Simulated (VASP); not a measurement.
Runs of VASP 6.6.1 on Ru. The structure is that of space group P6_3/mmc (No. 194), or close to it. The cells are those of the table. 

| cell | further INCAR settings | gap on the mesh (eV) | pressure (GPa) |
| --- | --- | --- | --- |
| a = 2.747, b = 2.747, c = 4.271 Å, angles 90.0, 90.0, 120.0°, 2 atoms | ALGO = Fast; EDIFF = 1e-06; NBANDS = 21 | none | -4.0 |
| a = 2.774, b = 2.774, c = 4.245 Å, angles 90.0, 90.0, 120.0°, 2 atoms | ALGO = Fast; EDIFF = 1e-06; NBANDS = 21 | none | -7.4 |
| a = 2.747, b = 2.747, c = 4.270 Å, angles 90.0, 90.0, 120.0°, 2 atoms | ALGO = Fast; EDIFF = 1e-06; NBANDS = 21 | none | -3.9 |
| a = 2.802, b = 2.802, c = 4.219 Å, angles 90.0, 90.0, 120.0°, 2 atoms | ALGO = Fast; EDIFF = 1e-06; NBANDS = 21 | none | (a) |
| a = 2.774, b = 2.774, c = 4.247 Å, angles 90.0, 90.0, 120.0°, 2 atoms | ALGO = Fast; EDIFF = 1e-06; NBANDS = 21 | none | (b) |
| a = 2.802, b = 2.802, c = 4.224 Å, angles 90.0, 90.0, 120.0°, 2 atoms | ALGO = Fast; EDIFF = 1e-07; NBANDS = 21 | none | -10.7 |

Alike in all rows: task single point; level PBE; potentials or basis VASP PAW PBE potentials, release 64 (Ru_pv); no spin polarisation; k mesh 24 × 24 × 12; cutoff (eV) 520; smearing gaussian 0.1 eV.

Q: Estimate the missing entries.

A: (a) -10.4; (b) -7.5.

Caveats: the stress differs along the axes, from -6 to -0 GPa (at least some runs); the stress differs along the axes, from -11 to 0 GPa (at least some runs); the stress differs along the axes, from -16 to 0 GPa (at least some runs); the stress differs along the axes, from -11 to -0 GPa (at least some runs); the stress differs along the axes, from -16 to -0 GPa (at least some runs).

A k mesh can miss the band edges, and the runs leave out spin-orbit coupling on Ru.

A gap of «none» marks levels without a gap at the run's occupations.
